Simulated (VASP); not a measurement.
Write the native input for VASP 6.6.1 that does the following.

```
Task                   : single point
Functional             : PBEsol
Potentials or basis    : VASP PAW PBE potentials, release 64 (In_d, P)
Cutoff                 : 520 eV
k mesh                 : 8 × 8 × 8
Occupations            : fermi-dirac, width 0.05 eV
Spin                   : non-collinear spin, zero start, spin-orbit coupling
Starting moments       : [[0.0, 0.0, 0.0], [0.0, 0.0, 0.0]] μB
Dipole correction      : no
Further INCAR settings : ALGO = Normal; EDIFF = 1e-06; NBANDS = 30
```

The structure of InP lies in POSCAR:

```
InP
1.0
    0.0000000000      2.9305000000      2.9305000000
    2.9305000000      0.0000000000      2.9305000000
    2.9305000000      2.9305000000      0.0000000000
In P
1 1
Direct
    0.0000000000      0.0000000000      0.0000000000
    0.7500000000      0.7500000000      0.7500000000
```

These files were run (other wordings do the same):

INCAR

```
PREC = Accurate
ENCUT = 520
EDIFF = 1E-6
ISMEAR = -1
SIGMA = 0.05
LREAL = F
LASPH = T
NELM = 150
ALGO = Normal
ISIF = 2
LWAVE = F
LCHARG = F
LNONCOLLINEAR = T
MAGMOM = 0 0 0 0 0 0
LORBIT = 11
LSORBIT = T
GGA_COMPAT = F
LORBMOM = T
GGA = PS
NBANDS = 30
```

KPOINTS

```
regular mesh
0
Gamma
  8 8 8
```

Potentials or basis: VASP PAW PBE potentials, release 64 (In_d, P).

Launch:

```bash
$ cat potpaw_PBE.64/In_d/POTCAR potpaw_PBE.64/P/POTCAR > POTCAR
$ mpirun -np 1 vasp_ncl > vasp.out
```

It gave:

The pressure is 0.5 GPa. The net moment is 0.00 μB per cell and the valence electrons inside the program's atomic spheres are In 11.51; P 2.51.

Caveat: the PAW data sets were made with another functional, which shifts forces and pressure a little.

Wall time 4.3 min on 1 thread of Intel Xeon 6975P-C, on a shared host, peak memory 0.35 GiB.
